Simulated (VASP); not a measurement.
ZnSe: single point with PBE

System: ZnSe, a slab with vacuum.

```xyz
16
Lattice="8.1060 0.0000 0.0000 -4.0530 7.0200 0.0000 0.0000 0.0000 25.5636" Properties=species:S:1:pos:R:3 pbc="T T T"
Se    4.0530    0.0000    8.0000
Se    2.0265    3.5100    8.0000
Se    0.0000    0.0000    8.0000
Se   -2.0265    3.5100    8.0000
Se    1.9298    5.7459   11.5329
Se    4.0685    2.2867   11.3631
Se   -1.9290    5.7533   11.5323
Se    0.0016    2.4133   11.7288
Zn   -2.0265    5.8500    8.8273
Zn    0.0000    2.3400    8.8273
Zn    2.0265    5.8500    8.8273
Zn    4.0530    2.3400    8.8273
Zn    0.0000    4.5719   10.4402
Zn    1.9790    1.1003   11.5073
Zn    4.0571    4.6649   11.8274
Zn    6.1565    1.0842   11.4329
```

```
Program             : VASP 6.6.1
Task                : single point
Functional          : PBE
Potentials or basis : VASP PAW PBE potentials, release 64 (Se, Zn)
Cutoff              : 520 eV
k mesh              : 2 × 2 × 1
Occupations         : gaussian, width 0.05 eV
Spin                : no spin polarisation
```

* Largest force: 0.777 eV/Å
* Band gap on the k mesh: 0.36 eV

Forces on the atoms (eV/Å):
```
Se   0.004 -0.174  0.534
Se  -0.240  0.068  0.520
Se  -0.009  0.100  0.482
Se   0.240  0.068  0.533
Se   0.191 -0.069  0.411
Se  -0.032  0.135  0.382
Se  -0.169 -0.037  0.385
Se   0.029 -0.040  0.252
Zn  -0.322  0.166 -0.539
Zn   0.015 -0.387 -0.674
Zn   0.320  0.145 -0.557
Zn  -0.018  0.049 -0.552
Zn   0.005 -0.106 -0.427
Zn  -0.106  0.001 -0.134
Zn  -0.008  0.075 -0.539
Zn   0.100  0.005 -0.078
```

Levels at points of the mesh, in eV from the valence-band top:
```csv
k point,band 70,band 71,band 72,band 73,band 74,band 75
"(0.00, 0.00, 0.00)",-0.80,0.00,0.00,0.36,1.13,1.78
"(0.50, 0.00, 0.00)",-0.63,-0.62,-0.54,1.44,1.81,2.43
"(0.00, 0.50, 0.00)",-0.64,-0.62,-0.53,1.22,2.09,2.20
"(0.50, 0.50, 0.00)",-0.63,-0.62,-0.54,1.47,1.84,2.41
```

Run time: 100 s on 1 × NVIDIA H100 80GB with 1 thread of AMD EPYC 7R13 Processor (Zen 3), on a shared host, peak memory 2 GiB.

Caveat: the k points lie up to 0.45 Å⁻¹ apart; semilocal functionals underestimate gaps, and a narrow one can read as zero.
